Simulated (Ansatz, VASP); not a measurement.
# Ag in VASP and in Ansatz

INCAR

```
SYSTEM = Ag
PREC = Accurate ; ENCUT = 520
EDIFF = 1E-6 ; ISMEAR = -1
SIGMA = 0.08 ; LREAL = .False.
LASPH = .True. ; NELM = 100
ALGO = Normal ; ISIF = 2
LWAVE = .False. ; LCHARG = .False.
GGA = CA ; NBANDS = 12
```

Contents of KPOINTS:

```
regular mesh
0
Gamma
  18 18 18
  0 0 0
```

Contents of POSCAR:

```
Ag
1.0
    0.0000000000      1.7934181042      1.7934181042
    1.7934181042      0.0000000000      1.7934181042
    1.7934181042      1.7934181042      0.0000000000
Ag
1
Direct
    0.0000000000      0.0000000000      0.0000000000
```

Input for Ansatz:

```yaml
crystal:
  lattice:
    - [0.0, 1.7934181042, 1.7934181042]
    - [1.7934181042, 0.0, 1.7934181042]
    - [1.7934181042, 1.7934181042, 0.0]
  atoms:
    - { symbol: Ag, position: [0.0, 0.0, 0.0] }
kpoints:
  mp_grid: { grid: [18, 18, 18] }
scf:
  occupations: { method: fermi_dirac, width: 0.08 }
hamiltonian:
  xc: lda
  pseudopotentials: { kind: all_electron, lapw: { basis_error: 0.001 } }
output:
  forces: true
  stress: true
  eigenvalues: true
  populations: true
```

Change from the starting cell: volume scaled by 0.72, LAPW.

Alike in both runs: task single point; functional LDA; k mesh 18 × 18 × 18; occupations fermi-dirac, width 0.08 eV; no spin polarisation.

|  | VASP | Ansatz |
| --- | --- | --- |
| version | VASP 6.6.1 | Ansatz 0.2.0 |
| potentials or method | VASP PAW LDA potentials, release 64 (Ag), cutoff 520 eV | all-electron LAPW, scalar-relativistic |

Ansatz gave:

```
pressure (GPa) : 113.0
```

Task: What did VASP give for the same quantities?

Result: Pressure (GPa): 113.3.

LDA's correlation is that of Perdew and Zunger in VASP and of Perdew and Wang (1992) in Ansatz. Both programs put the cell under a high pressure, so it lies far from rest at this level. Ansatz ran all-electron here, and VASP with PAW potentials.

Noted on VASP's run: the cell as given lies far from equilibrium.
